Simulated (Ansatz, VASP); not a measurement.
# Two plane-wave programs on Cu

Contents of INCAR:

```
PREC     = Accurate       # precision mode
ENCUT    = 520            # plane-wave cutoff, eV
EDIFF    = 1E-6           # SCF threshold, eV
ISMEAR   = 0              # smearing method
SIGMA    = 0.1            # smearing width, eV
LREAL    = F              # projectors in reciprocal space
LASPH    = T              # aspherical terms in the spheres
NELM     = 100            # most SCF steps
ALGO     = Normal         # electronic algorithm
ISIF     = 2              # what is computed and relaxed
LWAVE    = F              # write WAVECAR
LCHARG   = F              # write CHGCAR
GGA      = PE             # functional
NBANDS   = 12             # bands
```

File KPOINTS:

```
regular mesh
0
Gamma
  6 6 6
```

Contents of POSCAR:

```
Cu
1.0
   -1.4471553690      1.4337440392      1.3601266570
    1.4472463215     -1.4399025159      1.3666790560
    1.4638359032      1.4565830501     -1.3665836942
Cu
1
Direct
   -0.0017728543     -0.0219278576      0.0249258529
```

Input for Ansatz:

```yaml
crystal:
  lattice:
    - [-1.447155369, 1.4337440392, 1.360126657]
    - [1.4472463215, -1.4399025159, 1.366679056]
    - [1.4638359032, 1.4565830501, -1.3665836942]
  atoms:
    - { symbol: Cu, position: [-0.0017728543, -0.0219278576, 0.0249258529] }
basis:
  ecutwfc: 420
kpoints:
  mp_grid: { grid: [6, 6, 6] }
hamiltonian:
  xc: pbe
scf:
  occupations: { method: gaussian, width: 0.1 }
output:
  forces: true
  stress: true
  eigenvalues: true
```

Change from the starting cell: kmesh displaced: [6, 6, 6] Gamma-centred.

Alike in both runs: task single point; functional PBE; k mesh 6 × 6 × 6; occupations gaussian, width 0.1 eV; no spin polarisation.

|  | VASP | Ansatz |
| --- | --- | --- |
| version | VASP 6.6.1 | Ansatz 0.2.0 |
| potentials or method | VASP PAW PBE potentials, release 64 (Cu), cutoff 520 eV | scalar-relativistic, plane waves, PAW |
| valence electrons in the cell | 11 | 19 |

```tsv
	VASP	Ansatz	Ansatz less VASP
gap on the k mesh at the Fermi level (eV)	none	none	-
pressure (GPa)	8.2	7.7	-0.51
traceless stress, the component that is largest in VASP (GPa)	0.27	0.26	-0.009
```

A gap of «none» marks a metal or a gap that the smearing closes. VASP's potentials hold 11 valence electrons a cell and Ansatz's 19, so a difference there can come from the potentials and not from the codes.

The k mesh is coarse, so the values compare programs but aren't converged.
